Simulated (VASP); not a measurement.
A run of VASP 6.6.1 is set up as follows.

Contents of INCAR:

```
SYSTEM = InSb
PREC     = Accurate       ! precision mode
ENCUT    = 520            ! plane-wave cutoff, eV
EDIFF    = 1E-6           ! SCF threshold, eV
ISMEAR   = 0              ! smearing method
SIGMA    = 0.1            ! smearing width, eV
LREAL    = .False.        ! projectors in reciprocal space
LASPH    = .True.         ! aspherical terms in the spheres
NELM     = 80             ! most SCF steps
ALGO     = Normal         ! electronic algorithm
ISIF     = 2              ! what is computed and relaxed
LWAVE    = .False.        ! write WAVECAR
LCHARG   = .False.        ! write CHGCAR
GGA      = PE             ! functional
IVDW     = 12             ! dispersion correction
NBANDS   = 16             ! bands
```

The input KPOINTS:

```
regular mesh
0
Gamma
  6 6 6
  0 0 0
```

File POSCAR:

```
InSb
1.0
    3.8076520000      0.0000000000      0.0000000000
    0.0000000000      3.8076520000      0.0000000000
    0.0000000000      0.0000000000      3.8076520000
In Sb
1 1
Direct
    0.0000000000      0.0000000000      0.0000000000
    0.5000000000      0.5000000000      0.5000000000
```

Potentials or basis: VASP PAW PBE potentials, release 64 (In_d, Sb).

Command:

```sh
$ cat potpaw_PBE.64/In_d/POTCAR potpaw_PBE.64/Sb/POTCAR > POTCAR
$ mpirun -np 1 vasp_std > vasp.out
```

**Question.** Predict the band gap on the k mesh.

**Answer.** Zero (band 9 reaches 8.64 eV, above the bottom of band 10 at 5.35 eV).

**Question.** What does it give for the pressure?

**Answer.** -2.7 GPa.

**Question.** Predict the dispersion energy per atom.

**Answer.** -0.409 eV.

Caveat: spin-orbit coupling is left out, which moves the levels of the heavy elements; pairwise dispersion overbinds metals, which lowers pressure and volume.
